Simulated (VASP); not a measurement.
A run of VASP 6.6.1 is set up as follows.

Contents of POSCAR:

```
SbPt
1.0
    4.1205366000      0.0000000000      0.0000000000
   -2.0602683000      3.5684847100      0.0000000000
    0.0000000000      0.0000000000      5.4707124300
Pt Sb
2 2
Direct
    0.0000000000      0.0000000000      0.0000000000
    0.0000000000      0.0000000000      0.5000000000
    0.3333000000      0.6667000000      0.2500000000
    0.6666000000      0.3333000000      0.7500000000
```

The input INCAR.step1:

```
SYSTEM = SbPt
PREC     = Accurate       ! precision mode
ENCUT    = 520            ! plane-wave cutoff, eV
ISMEAR   = -5             ! smearing method
SIGMA    = 0.1448         ! smearing width, eV
LREAL    = .False.        ! projectors in reciprocal space
LASPH    = .True.         ! aspherical terms in the spheres
NELM     = 100            ! most SCF steps
LMAXMIX  = 4              ! l up to which the mixer works
GGA      = PE             ! functional
ALGO     = Normal         ! electronic algorithm
EDIFF    = 1E-4           ! SCF threshold, eV
LWAVE    = .True.         ! write WAVECAR
LCHARG   = .False.        ! write CHGCAR
```

The input INCAR.step2:

```
SYSTEM = SbPt
PREC     = Accurate       ! precision mode
ENCUT    = 520            ! plane-wave cutoff, eV
EDIFF    = 1E-6           ! SCF threshold, eV
ISMEAR   = 1              ! smearing method
SIGMA    = 0.1448         ! smearing width, eV
LREAL    = .False.        ! projectors in reciprocal space
LASPH    = .True.         ! aspherical terms in the spheres
NELM     = 100            ! most SCF steps
ALGO     = Normal         ! electronic algorithm
ISIF     = 2              ! what is computed and relaxed
LWAVE    = .False.        ! write WAVECAR
LCHARG   = .False.        ! write CHGCAR
LMAXMIX  = 4              ! l up to which the mixer works
METAGGA  = R2SCAN         ! meta-GGA
LMIXTAU  = .True.       
LORBIT   = 10             ! projections on sites
ISTART   = 1
```

The input KPOINTS:

```
regular mesh
0
Gamma
  9 9 6
  0 0 0
```

Potentials or basis: VASP PAW PBE potentials, release 64 (Pt, Sb).

The run is started by

```console
$ cat potpaw_PBE.64/Pt/POTCAR potpaw_PBE.64/Sb/POTCAR > POTCAR
$ cp INCAR.step1 INCAR
$ mpirun -np 1 vasp_std > vasp.out
$ cp INCAR.step2 INCAR
$ mpirun -np 1 vasp_std > vasp.out
```

Problem. Estimate the band gap on the k mesh.

Solution. Zero (band 15 reaches 12.70 eV, above the bottom of band 16 at 8.27 eV).

Problem. Estimate the pressure.

Solution. 5.8 GPa.

Stress tensor (GPa, compression positive):
```
5.65 0.00 0.00
0.00 5.64 0.00
0.00 0.00 6.02
```

Caveat: the PAW data sets were made with another functional, which shifts forces and pressure a little; spin-orbit coupling is left out, which moves the levels of the heavy elements.
